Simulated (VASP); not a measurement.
# MgSe (Fm-3m) in VASP: a series of runs

MgSe is run at these levels: LDA, PBE; tasks: single point.

Everything below comes from runs of VASP 6.6.1. Logs are shortened: lines on timing, memory, paths and dates and some standing lists are left out, and cuts for length are marked.

### Step 1. The cell of the first run

The structure is cubic, space group Fm-3m (No. 225). The conventional cell has a = 5.473 Å, b = 5.473 Å, c = 5.473 Å, α = 90.00°, β = 90.00°, γ = 90.00°. Within 3.6 Å of Mg (site symmetry m-3m) lie 6 Se at 2.74 Å. Se (site symmetry m-3m) has 6 Mg at 2.74 Å within 3.6 Å.

### Step 2. Single point, LDA

Contents of INCAR:

```
PREC     = Accurate       # precision mode
ENCUT    = 600            # plane-wave cutoff, eV
EDIFF    = 1E-6           # SCF threshold, eV
ISMEAR   = 0              # smearing method
SIGMA    = 0.01           # smearing width, eV
LREAL    = F              # projectors in reciprocal space
LASPH    = T              # aspherical terms in the spheres
NELM     = 120            # most SCF steps
ALGO     = Normal         # electronic algorithm
ISIF     = 2              # what is computed and relaxed
LWAVE    = F              # write WAVECAR
LCHARG   = T              # write CHGCAR
LELF     = T              # ELF
LVHAR    = T            
NBANDS   = 11             # bands
GGA_COMPAT= F
```

Contents of KPOINTS:

```
regular mesh
0
Gamma
  8 8 8
```

Contents of POSCAR:

```
MgSe
1.0
    0.0000000000      2.7362693762      2.7362693762
    2.7362693762      0.0000000000      2.7362693762
    2.7362693762      2.7362693762      0.0000000000
Mg Se
1 1
Direct
    0.0000000000      0.0000000000      0.0000000000
    0.5000000000      0.5000000000      0.5000000000
```

Potentials or basis: VASP PAW LDA potentials, release 64 (Mg, Se).

Run with:

```
> cat potpaw_LDA.64/Mg/POTCAR potpaw_LDA.64/Se/POTCAR > POTCAR
> mpirun -np 1 vasp_std > vasp.out
```

OUTCAR:

```text
PREC = Accurate
   ENCUT = 600
   EDIFF = 1E-6
   ISMEAR = 0
   LREAL = F
   LASPH = T
   NELM = 120
   ISIF = 2

 ion  position               nearest neighbor table
   1  0.000  0.000  0.000-   2 2.74   2 2.74   2 2.74   2 2.74   2 2.74   2 2.74
   2  0.500  0.500  0.500-   1 2.74   1 2.74   1 2.74   1 2.74   1 2.74   1 2.74

  LATTYP: Found a face centered cubic cell.
 ALAT       =     5.4725387524

  Lattice vectors:

 A1 = (   0.0000000000,   2.7362693762,   2.7362693762)
 A2 = (   2.7362693762,   0.0000000000,   2.7362693762)
 A3 = (   2.7362693762,   2.7362693762,   0.0000000000)

Analysis of symmetry for initial positions (statically):
=====================================================================
 Subroutine PRICEL returns:
 Original cell was already a primitive cell.

 Routine SETGRP: Setting up the symmetry group for a
 face centered cubic supercell.

 Subroutine GETGRP returns: Found 48 space group operations
 (whereof 48 operations were pure point group operations)
 out of a pool of 48 trial point group operations.

The static configuration has the point symmetry O_h .

Analysis of symmetry for dynamics (positions and initial velocities):
=====================================================================
 Subroutine PRICEL returns:
 Original cell was already a primitive cell.

 Routine SETGRP: Setting up the symmetry group for a
 face centered cubic supercell.

 Subroutine GETGRP returns: Found 48 space group operations
 (whereof 48 operations were pure point group operations)
 out of a pool of 48 trial point group operations.

The dynamic configuration has the point symmetry O_h .

 Subroutine INISYM returns: Found 48 space group operations
 (whereof 48 operations are pure point group operations),
 and found     1 'primitive' translations

----------------------------------------------------------------------------------------

                                     Primitive cell

  volume of cell :      40.9738

  direct lattice vectors                    reciprocal lattice vectors
     0.000000000  2.736269376  2.736269376    -0.182730547  0.182730547  0.182730547
     2.736269376  0.000000000  2.736269376     0.182730547 -0.182730547  0.182730547
     2.736269376  2.736269376  0.000000000     0.182730547  0.182730547 -0.182730547

  length of vectors
     3.869669262  3.869669262  3.869669262     0.316498592  0.316498592  0.316498592

  position of ions in fractional coordinates (direct lattice)
     0.000000000  0.000000000  0.000000000
[... 81 lines left out ...]
   NSW    =      0    number of steps for IOM
   IBRION =     -1    ionic relax: 0-MD 1-quasi-New 2-CG
   NFREE  =      0    steps in history (QN), initial steepest desc. (CG)
   ISIF   =      2    stress and relaxation
   ISYM   =      2    0-nonsym 1-usesym 2-fastsym
   POTIM  = 0.5000    time-step for ionic-motion
   TEBEG  =    0.0;   TEEND  =   0.0 temperature during run
   PSTRESS=    0.0 pullay stress
   NELECT =       8.0000    total number of electrons
   NUPDOWN=      -1.0000    fix difference up-down
   EMIN   =  10.00;   EMAX   =-10.00  energy-range for DOS
   EFERMI =   0.00;   METHOD = LEGACY
   ISMEAR =     0;   SIGMA  =   0.01  broadening in eV -4-tet -1-fermi 0-gaus
   EFERMI_NEDOS =   21; number of points for ismear=-14 and -15
   IALGO  =     38    algorithm
   IMIX   =      4    mixing-type and parameters
     AMIX     =   0.40;   BMIX     =  1.00
     AMIX_MAG =   1.60;   BMIX_MAG =  1.00
  volume/ion in A,a.u.               =      20.49       138.25
  Fermi-wavevector in a.u.,A,eV,Ry     =   0.949735  1.794740 12.272420  0.901997
  Thomas-Fermi vector in A             =   2.078046
   LORBIT       =      0    0 simple, 1 ext, 2 COOP (PROOUT), +10 PAW based schemes
   GGA     = CA    functional components
   LHFCALC =     F    Hartree Fock is set to
   AEXX    =    0.0000 exact exchange contribution
   IVDW    =     0    specifies the selected vdW correction
   LEPSILON=     F    determine dielectric tensor
   LRPA    =     F    only Hartree local field effects (RPA)
 non-spin polarized calculation
 Gauss-broadening in eV      SIGMA  =   0.01
  energy-cutoff  :      600.00
  volume of cell :       40.97
 maximum number of plane-waves:      1384
   NGX = 15   NGY = 15   NGZ = 15

 number of electron       8.0000000 magnetization

 Free energy of the ion-electron system (eV)
  ---------------------------------------------------
  ext. energy  EPLUGINS =         0.00000000
  ---------------------------------------------------
  free energy    TOTEN  =        -8.58159721 eV

  energy without entropy =       -8.58159721  energy(sigma->0) =       -8.58159721

 E-fermi :   3.1844     XC(G=0):  -9.7030

 val. band max:        3.0675859619   @ k =   0.0000   0.0000   0.0000
 cond. band min:       4.6965214198   @ k =   0.5000   0.5000   0.0000
 fundamental gap:      1.6289354579
 Fermi energy:         3.1843821997

 k-point     1 :       0.0000    0.0000    0.0000
  band No.  band energies     occupation
      1      -9.8362      2.00000
      2       3.0676      2.00000
      3       3.0676      2.00000
      4       3.0676      2.00000
      5       5.3888      0.00000
      6      10.4318      0.00000
      7      10.4318      0.00000
      8      10.4318      0.00000
      9      12.9855      0.00000
     10      12.9855      0.00000
     11      13.9347      0.00000
[... 309 lines left out ...]
 k-point    24 :      -0.3750    0.2500    0.1250
  band No.  band energies     occupation
      1      -8.5773      2.00000
      2      -1.3429      2.00000
      3       0.8586      2.00000
      4       1.8647      2.00000
      5       7.6585      0.00000
      6       8.3558      0.00000
      7      10.6834      0.00000
      8      11.9942      0.00000
      9      13.9794      0.00000
     10      14.5480      0.00000
     11      16.9929      0.00000

 [... further k-points ...]
[... 5 lines left out ...]
  --------------------------------------------------------------------------------------
  -------------------------------------------------------------------------------------
  Total       -0.7980598     -0.7980598     -0.7980598     -0.0000000     -0.0000000     -0.0000000
  in kB      -31.2060975    -31.2060975    -31.2060975     -0.0000000     -0.0000000     -0.0000000
  external PRESSURE =     -31.2060975 kB  Pullay stress =       0.0000000 kB

 VOLUME and BASIS-vectors are now :
 -----------------------------------------------------------------------------
  energy-cutoff  :      600.00
  volume of cell :       40.97
      direct lattice vectors                 reciprocal lattice vectors
     0.000000000  2.736269376  2.736269376    -0.182730547  0.182730547  0.182730547
     2.736269376  0.000000000  2.736269376     0.182730547 -0.182730547  0.182730547
     2.736269376  2.736269376  0.000000000     0.182730547  0.182730547 -0.182730547

 POSITION                                       TOTAL-FORCE (eV/Angst)
 -----------------------------------------------------------------------------------
      0.00000      0.00000      0.00000        -0.000000     -0.000000     -0.000000
      2.73627      2.73627      2.73627         0.000000      0.000000      0.000000
 -----------------------------------------------------------------------------------
    total drift:                               -0.000000     -0.000000      0.000000

  FREE ENERGIE OF THE ION-ELECTRON SYSTEM (eV)
  ---------------------------------------------------
  free  energy   TOTEN  =        -8.5815972071 eV

  energy  without entropy=       -8.5815972071  energy(sigma->0) =       -8.58159721
```

OSZICAR:

```text
N       E                     dE             d eps       ncg     rms          rms(c)
DAV:   1     0.252113009170E+02    0.25211E+02   -0.36319E+03   654   0.647E+02
DAV:   2    -0.718432820688E+01   -0.32396E+02   -0.30424E+02   769   0.106E+02
DAV:   3    -0.891848254508E+01   -0.17342E+01   -0.17306E+01   775   0.248E+01
DAV:   4    -0.892760168619E+01   -0.91191E-02   -0.91185E-02   712   0.211E+00
DAV:   5    -0.892764734303E+01   -0.45657E-04   -0.45657E-04   760   0.150E-01    0.304E+00
DAV:   6    -0.863615839963E+01    0.29149E+00   -0.52958E-01   698   0.263E+00    0.188E+00
DAV:   7    -0.858565606278E+01    0.50502E-01   -0.19666E-01   743   0.168E+00    0.930E-01
DAV:   8    -0.858178800025E+01    0.38681E-02   -0.10299E-02   683   0.494E-01    0.253E-01
DAV:   9    -0.858161218207E+01    0.17582E-03   -0.47414E-04   728   0.996E-02    0.122E-01
DAV:  10    -0.858159966034E+01    0.12522E-04   -0.14373E-04   710   0.496E-02    0.442E-02
DAV:  11    -0.858159729966E+01    0.23607E-05   -0.61627E-06   698   0.116E-02    0.886E-03
DAV:  12    -0.858159720710E+01    0.92559E-07   -0.47576E-07   358   0.345E-03
   1 F= -.85815972E+01 E0= -.85815972E+01  d E =-.188596E-63
```

stdout:

```text
POSCAR found type information on POSCAR MgSe
 POSCAR found :  2 types and       2 ions
 scaLAPACK will be used
 LDA part: xc-table for (Slater(with rela. corr.)+CA(PZ))
 , standard interpolation
 POSCAR, INCAR and KPOINTS ok, starting setup
 FFT: planning ... GRIDC
 FFT: planning ... GRID_SOFT
 FFT: planning ... GRID
 WAVECAR not read
 entering main loop
```

Run time: 23 s. Hardware: 1 thread of Intel Xeon 8259CL, shared host; peak memory 0.16 GiB.

Results:

```yaml
Free_energy: -8.5816 eV
Pressure: -3.1 GPa
Band_gap_on_the_k_mesh: 1.63 eV, indirect (least direct gap 2.32 eV)
```

### Step 3. Single point, PBE

Contents of INCAR:

```
ALGO = Normal ; EDIFF = 1E-6
ENCUT = 600 ; GGA = PE
GGA_COMPAT = False ; ISIF = 2
ISMEAR = 0 ; LASPH = True
LCHARG = True ; LELF = True
LREAL = False ; LVHAR = True
LWAVE = False ; NBANDS = 11
NELM = 120 ; PREC = Accurate
SIGMA = 0.01
```

Contents of KPOINTS:

```
k-points
0
Gamma
  8 8 8
```

POSCAR is that of step 2.

Potentials or basis: VASP PAW PBE potentials, release 64 (Mg, Se).

Run with:

```
> cat potpaw_PBE.64/Mg/POTCAR potpaw_PBE.64/Se/POTCAR > POTCAR
> mpirun -np 1 vasp_std > vasp.out
```

It took 28 s on 1 thread of Intel Xeon 8259CL, shared host; peak memory 0.18 GiB.

It converged, with:

* Free energy: -7.4880 eV
* Pressure: 1.1 GPa
* Band gap on the k mesh: 1.78 eV, indirect (least direct gap 2.52 eV)

Levels at points of the mesh, in eV from the valence-band top:
| k point | band 1 | band 2 | band 3 | band 4 | band 5 | band 6 | band 7 | band 8 | band 9 |
| --- | --- | --- | --- | --- | --- | --- | --- | --- | --- |
| (0.00, 0.00, 0.00) | -12.88 | 0.00 | 0.00 | 0.00 | 2.52 | 7.42 | 7.42 | 7.42 | 9.95 |
| (0.50, 0.00, 0.00) | -11.79 | -4.89 | -0.57 | -0.57 | 3.81 | 6.08 | 6.08 | 8.54 | 11.36 |
| (0.50, 0.50, 0.00) | -11.47 | -4.20 | -1.76 | -1.76 | 1.78 | 3.99 | 11.63 | 12.07 | 12.07 |
